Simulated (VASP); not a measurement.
# AlCo (P4/mmm) in VASP: further runs

The runs below take AlCo through single point, with LDA.

Program: VASP 6.6.1. These are calculated values, not measurements. Logs are shortened: lines on timing, memory, paths and dates and some standing lists are left out, and cuts for length are marked.

### Step 1. The cell of the first run

Symmetry: P4/mmm, No. 123, tetragonal system. Conventional cell: a = 2.802 Å, b = 2.802 Å, c = 2.787 Å, α = 90.00°, β = 90.00°, γ = 90.00°. Al (site symmetry 4/mmm) has 8 Co at 2.42 Å and 6 Al at 2.79 to 2.80 Å within 3.2 Å. Within 3.2 Å of Co (site symmetry 4/mmm) lie 8 Al at 2.42 Å and 6 Co at 2.79 to 2.80 Å.

### Step 2. Single point, LDA

INCAR reads:

```
  PREC = Accurate
  ENCUT = 520
  EDIFF = 1E-7
  ISMEAR = 0
  SIGMA = 0.1
  LREAL = False
  LASPH = True
  NELM = 80
  ALGO = Normal
  ISIF = 2
  LWAVE = False
  LCHARG = False
  NBANDS = 20
```

KPOINTS reads:

```
regular mesh
0
Gamma
  9 9 12
```

POSCAR reads:

```
AlCo
1.0
    3.9621891199      0.0000000000      0.0000000000
    0.0000000000      3.9621891199      0.0000000000
    0.0000000000      0.0000000000      2.7871254452
Al Co
2 2
Direct
    0.0000000000      0.0000000000      0.0000000000
    0.5000000000      0.5000000000      0.0000000000
    0.5000000000      0.0000000000      0.5000000000
    0.0000000000      0.5000000000      0.5000000000
```

Potentials or basis: VASP PAW LDA potentials, release 64 (Al, Co).

The run is started by

```sh
cat potpaw_LDA.64/Al/POTCAR potpaw_LDA.64/Co/POTCAR > POTCAR
mpirun -np 1 vasp_std > vasp.out
```

OUTCAR:

```text
PREC = Accurate
   ENCUT = 520
   EDIFF = 1E-7
   ISMEAR = 0
   LREAL = False
   LASPH = True
   NELM = 80
   ISIF = 2

 ion  position               nearest neighbor table
   1  0.000  0.000  0.000-   3 2.42   4 2.42   3 2.42   4 2.42   4 2.42   4 2.42   3 2.42   3 2.42
                             2 2.80   2 2.80   2 2.80   2 2.80
   2  0.500  0.500  0.000-   3 2.42   4 2.42   3 2.42   4 2.42   3 2.42   3 2.42   4 2.42   4 2.42
                             1 2.80   1 2.80   1 2.80   1 2.80
   3  0.500  0.000  0.500-   1 2.42   2 2.42   1 2.42   2 2.42   2 2.42   2 2.42   1 2.42   1 2.42
                             4 2.80   4 2.80   4 2.80   4 2.80
   4  0.000  0.500  0.500-   1 2.42   2 2.42   1 2.42   2 2.42   1 2.42   1 2.42   2 2.42   2 2.42
                             3 2.80   3 2.80   3 2.80   3 2.80

  LATTYP: Found a simple tetragonal cell.
 ALAT       =     3.9621891199
 C/A-ratio  =     0.7034306947

  Lattice vectors:

 A1 = (   3.9621891199,   0.0000000000,   0.0000000000)
 A2 = (   0.0000000000,   3.9621891199,   0.0000000000)
 A3 = (   0.0000000000,   0.0000000000,   2.7871254452)

Analysis of symmetry for initial positions (statically):
=====================================================================
 Subroutine PRICEL returns following result:

  LATTYP: Found a simple tetragonal cell.
 ALAT       =     2.8016907950
 C/A-ratio  =     0.9948012287

  Lattice vectors:

 A1 = (   1.9810945600,  -1.9810945600,   0.0000000000)
 A2 = (   1.9810945600,   1.9810945599,   0.0000000000)
 A3 = (   0.0000000000,   0.0000000000,   2.7871254452)

   2 primitive cells build up your supercell.

 Routine SETGRP: Setting up the symmetry group for a
 simple tetragonal supercell.

 Subroutine GETGRP returns: Found 16 space group operations
 (whereof 16 operations were pure point group operations)
 out of a pool of 16 trial point group operations.

The static configuration has the point symmetry D_4h.

Analysis of symmetry for dynamics (positions and initial velocities):
=====================================================================
 Subroutine PRICEL returns following result:

  LATTYP: Found a simple tetragonal cell.
 ALAT       =     2.8016907950
 C/A-ratio  =     0.9948012287

  Lattice vectors:

 A1 = (   1.9810945600,  -1.9810945600,   0.0000000000)
 A2 = (   1.9810945600,   1.9810945599,   0.0000000000)
 A3 = (   0.0000000000,   0.0000000000,   2.7871254452)

   2 primitive cells build up your supercell.

 Routine SETGRP: Setting up the symmetry group for a
 simple tetragonal supercell.

 Subroutine GETGRP returns: Found 16 space group operations
 (whereof 16 operations were pure point group operations)
 out of a pool of 16 trial point group operations.

The dynamic configuration has the point symmetry D_4h.

 Subroutine INISYM returns: Found 16 space group operations
 (whereof 16 operations are pure point group operations),
 and found     2 'primitive' translations

----------------------------------------------------------------------------------------

                                     Primitive cell

  volume of cell :      21.8775

  direct lattice vectors                    reciprocal lattice vectors
     1.981094560 -1.981094560  0.000000000     0.252385732 -0.252385732  0.000000000
     1.981094560  1.981094560  0.000000000     0.252385732  0.252385732  0.000000000
     0.000000000  0.000000000  2.787125445     0.000000000  0.000000000  0.358792605

  length of vectors
     2.801690795  2.801690795  2.787125445     0.356927325  0.356927325  0.358792605

  position of ions in fractional coordinates (direct lattice)
     0.000000000  0.000000000  0.000000000
     0.500000000  0.500000000  0.500000000

  ion indices of the primitive-cell ions
   primitive index   ion index
                 1           1
                 2           3

----------------------------------------------------------------------------------------

 KPOINTS: regular mesh

Automatic generation of k-mesh.
 Grid dimensions read from file:
 generate k-points for:    9    9   12

 Generating k-lattice:

  Cartesian coordinates                     Fractional coordinates (reciprocal lattice)
     0.028042859  0.000000000  0.000000000     0.111111111  0.000000000  0.000000000
     0.000000000  0.028042859  0.000000000     0.000000000  0.111111111  0.000000000
     0.000000000  0.000000000  0.029899384     0.000000000  0.000000000  0.083333333

  Length of vectors
     0.028042859  0.028042859  0.029899384

  Shift w.r.t. Gamma in fractional coordinates (k-lattice)
     0.000000000  0.000000000  0.000000000

 Subroutine IBZKPT returns following result:
 ===========================================

 Found    105 irreducible k-points:

 Following reciprocal coordinates:
            Coordinates               Weight
  0.000000  0.000000  0.000000      1.000000
  0.111111  0.000000  0.000000      4.000000
  0.222222  0.000000  0.000000      4.000000
  0.333333  0.000000  0.000000      4.000000
  0.444444  0.000000  0.000000      4.000000
  0.111111  0.111111  0.000000      4.000000
[... 16 lines left out ...]
  0.333333  0.111111  0.083333     16.000000
  0.444444  0.111111  0.083333     16.000000
 [... further k-points ...]
   k-points           NKPTS =    105   k-points in BZ     NKDIM =    105   number of bands    NBANDS=     20
   number of dos      NEDOS =    301   number of ions     NIONS =      4
   total plane-waves  NPLWV =  21600
   dimension x,y,z NGX =    30 NGY =   30 NGZ =   24
   dimension x,y,z NGXF=    60 NGYF=   60 NGZF=   48
   ions per type =               2   2
   NGX,Y,Z   is equivalent  to a cutoff of  12.59, 12.59, 14.32 a.u.
   NGXF,Y,Z  is equivalent  to a cutoff of  25.17, 25.17, 28.63 a.u.
 SYSTEM =  unknown system
   PREC   = accura    normal or accurate (medium, high low for compatibility)
   ISTART =      0    job   : 0-new  1-cont  2-samecut
   ICHARG =      2    charge: 1-file 2-atom 10-const
   ISPIN  =      1    spin polarized calculation?
   LNONCOLLINEAR =      F non collinear calculations
   LSORBIT =      F    spin-orbit coupling
   LASPH  =      T    aspherical Exc in radial PAW
   ENCUT  =  520.0 eV  38.22 Ry    6.18 a.u.   7.37  7.37  5.18*2*pi/ulx,y,z
   NELM   =     80;   NELMIN=  2; NELMDL= -5     # of ELM steps
   EDIFF  = 0.1E-06   stopping-criterion for ELM
   LREAL  =      F    real-space projection
   EDIFFG = 0.1E-05   stopping-criterion for IOM
   NSW    =      0    number of steps for IOM
   IBRION =     -1    ionic relax: 0-MD 1-quasi-New 2-CG
   NFREE  =      0    steps in history (QN), initial steepest desc. (CG)
   ISIF   =      2    stress and relaxation
   ISYM   =      2    0-nonsym 1-usesym 2-fastsym
   POTIM  = 0.5000    time-step for ionic-motion
   TEBEG  =    0.0;   TEEND  =   0.0 temperature during run
   PSTRESS=    0.0 pullay stress
   NELECT =      24.0000    total number of electrons
   NUPDOWN=      -1.0000    fix difference up-down
   EMIN   =  10.00;   EMAX   =-10.00  energy-range for DOS
   EFERMI =   0.00;   METHOD = LEGACY
   ISMEAR =     0;   SIGMA  =   0.10  broadening in eV -4-tet -1-fermi 0-gaus
   EFERMI_NEDOS =   21; number of points for ismear=-14 and -15
   IALGO  =     38    algorithm
   IMIX   =      4    mixing-type and parameters
     AMIX     =   0.40;   BMIX     =  1.00
     AMIX_MAG =   1.60;   BMIX_MAG =  1.00
  volume/ion in A,a.u.               =      10.94        73.82
  Fermi-wavevector in a.u.,A,eV,Ry     =   1.340097  2.532416 24.434162  1.795860
  Thomas-Fermi vector in A             =   2.468437
   LORBIT       =      0    0 simple, 1 ext, 2 COOP (PROOUT), +10 PAW based schemes
   GGA     = CA    functional components
   LHFCALC =     F    Hartree Fock is set to
   AEXX    =    0.0000 exact exchange contribution
   IVDW    =     0    specifies the selected vdW correction
   LEPSILON=     F    determine dielectric tensor
   LRPA    =     F    only Hartree local field effects (RPA)
 non-spin polarized calculation
 Gauss-broadening in eV      SIGMA  =   0.10
  energy-cutoff  :      520.00
  volume of cell :       43.75
 maximum number of plane-waves:      1210
 NGX is ok and might be reduce to    30
   NGX = 15   NGY = 15   NGZ = 11

 number of electron      23.9999984 magnetization

 Free energy of the ion-electron system (eV)
  ---------------------------------------------------
  ext. energy  EPLUGINS =         0.00000000
  ---------------------------------------------------
  free energy    TOTEN  =       -27.42132196 eV

  energy without entropy =      -27.41371117  energy(sigma->0) =      -27.41751657

 E-fermi :  11.0810     XC(G=0): -12.7904

 val. band max:       11.0685715395   @ k =   0.3333   0.3333   0.4167
 cond. band min:      11.0871871926   @ k =   0.4444   0.4444   0.3333
 fundamental gap:      0.0186156531
 Fermi energy:        11.0809714547

 k-point     1 :       0.0000    0.0000    0.0000
  band No.  band energies     occupation
      1      -0.3215      2.00000
      2       5.5665      2.00000
      3       7.7616      2.00000
      4       7.8185      2.00000
      5       7.8284      2.00000
      6       8.3203      2.00000
[... 12 lines left out ...]
     19      20.1129      0.00000
     20      20.1468      0.00000

 k-point     2 :       0.1111    0.0000    0.0000
  band No.  band energies     occupation
      1      -0.2002      2.00000
      2       5.4085      2.00000
      3       7.2736      2.00000
      4       7.8235      2.00000
      5       7.8519      2.00000
      6       8.2855      2.00000
[... 12 lines left out ...]
     19      20.4366      0.00000
     20      20.9758      0.00000

 k-point     3 :       0.2222    0.0000    0.0000
  band No.  band energies     occupation
      1       0.1608      2.00000
      2       4.7211      2.00000
      3       7.0156      2.00000
      4       7.8401      2.00000
      5       7.9086      2.00000
      6       8.1991      2.00000
[... 12 lines left out ...]
     19      20.9318      0.00000
     20      22.6953      0.00000

 k-point     4 :       0.3333    0.0000    0.0000
  band No.  band energies     occupation
      1       0.7519      2.00000
      2       3.6450      2.00000
      3       7.2306      2.00000
      4       7.8722      2.00000
      5       7.9506      2.00000
      6       8.0954      2.00000
[... 12 lines left out ...]
     19      21.2854      0.00000
     20      22.3326      0.00000

 k-point     5 :       0.4444    0.0000    0.0000
  band No.  band energies     occupation
      1       1.5554      2.00000
      2       2.5401      2.00000
      3       7.6001      2.00000
      4       7.8778      2.00000
      5       7.9246      2.00000
      6       7.9999      2.00000
[... 12 lines left out ...]
     19      21.0514      0.00000
     20      21.1999      0.00000

 k-point     6 :       0.1111    0.1111    0.0000
  band No.  band energies     occupation
      1      -0.0793      2.00000
      2       5.3416      2.00000
      3       6.8226      2.00000
      4       7.7968      2.00000
      5       7.8938      2.00000
      6       8.4641      2.00000
[... 12 lines left out ...]
     19      20.0912      0.00000
     20      21.7589      0.00000

 k-point     7 :       0.2222    0.1111    0.0000
  band No.  band energies     occupation
      1       0.2804      2.00000
      2       4.7974      2.00000
      3       6.4869      2.00000
      4       7.7482      2.00000
      5       7.9739      2.00000
      6       8.4454      2.00000
[... 12 lines left out ...]
     19      20.5092      0.00000
     20      22.9913      0.00000
[... 277 lines left out ...]
 k-point    20 :       0.4444    0.0000    0.0833
  band No.  band energies     occupation
      1       1.6825      2.00000
      2       2.6593      2.00000
      3       7.6741      2.00000
      4       7.9346      2.00000
      5       7.9472      2.00000
      6       7.9959      2.00000
[... 12 lines left out ...]
     19      20.5614      0.00000
     20      22.2016      0.00000

 k-point    21 :       0.1111    0.1111    0.0833
  band No.  band energies     occupation
      1       0.0574      2.00000
      2       5.4151      2.00000
      3       6.9021      2.00000
      4       7.8318      2.00000
      5       7.8992      2.00000
      6       8.2412      2.00000
[... 12 lines left out ...]
     19      20.7428      0.00000
     20      22.3180      0.00000

 k-point    22 :       0.2222    0.1111    0.0833
  band No.  band energies     occupation
      1       0.4152      2.00000
      2       4.8825      2.00000
      3       6.5757      2.00000
      4       7.7923      2.00000
      5       7.9815      2.00000
      6       8.3035      2.00000
[... 12 lines left out ...]
     19      21.3801      0.00000
     20      21.9214      0.00000

 k-point    23 :       0.3333    0.1111    0.0833
  band No.  band energies     occupation
      1       1.0008      2.00000
      2       3.8543      2.00000
      3       6.7858      2.00000
      4       7.7023      2.00000
      5       8.0873      2.00000
      6       8.2955      2.00000
[... 12 lines left out ...]
     19      20.8388      0.00000
     20      22.1849      0.00000

 k-point    24 :       0.4444    0.1111    0.0833
  band No.  band energies     occupation
      1       1.7960      2.00000
      2       2.7686      2.00000
      3       7.1679      2.00000
      4       7.5053      2.00000
      5       8.1842      2.00000
      6       8.2533      2.00000
[... 12 lines left out ...]
     19      20.6186      0.00000
     20      22.0864      0.00000

 [... further k-points ...]
[... 5 lines left out ...]
  --------------------------------------------------------------------------------------
  -------------------------------------------------------------------------------------
  Total       -0.1725114     -0.1725114      0.1078243      0.0000000      0.0000000      0.0000000
  in kB       -6.3168630     -6.3168630      3.9482113      0.0000000      0.0000000      0.0000000
  external PRESSURE =      -2.8951716 kB  Pullay stress =       0.0000000 kB

 VOLUME and BASIS-vectors are now :
 -----------------------------------------------------------------------------
  energy-cutoff  :      520.00
  volume of cell :       43.75
      direct lattice vectors                 reciprocal lattice vectors
     3.962189120  0.000000000  0.000000000     0.252385732  0.000000000  0.000000000
     0.000000000  3.962189120  0.000000000     0.000000000  0.252385732  0.000000000
     0.000000000  0.000000000  2.787125445     0.000000000  0.000000000  0.358792605

 POSITION                                       TOTAL-FORCE (eV/Angst)
 -----------------------------------------------------------------------------------
      0.00000      0.00000      0.00000        -0.000000      0.000000     -0.000000
      1.98109      1.98109      0.00000        -0.000000      0.000000      0.000000
      1.98109      0.00000      1.39356         0.000000      0.000000     -0.000000
      0.00000      1.98109      1.39356        -0.000000     -0.000000     -0.000000
 -----------------------------------------------------------------------------------
    total drift:                                0.000000     -0.000000     -0.000000

  FREE ENERGIE OF THE ION-ELECTRON SYSTEM (eV)
  ---------------------------------------------------
  free  energy   TOTEN  =       -27.4213219596 eV

  energy  without entropy=      -27.4137111718  energy(sigma->0) =      -27.41751657
```

It took 63 s on 1 thread of Intel Xeon 6975P-C, shared host; peak memory 0.2 GiB.

Results:

| Item | Value |
| --- | --- |
| Free energy | -27.4213 eV |
| Pressure | -0.3 GPa |
| Band gap on the k mesh | zero (band 12 reaches 11.80 eV, above the bottom of band 13 at 10.77 eV) |

Spin polarisation is off, so any magnetic state and its effect on volume and gap are missing.

(Continued in part 2 of 2.)
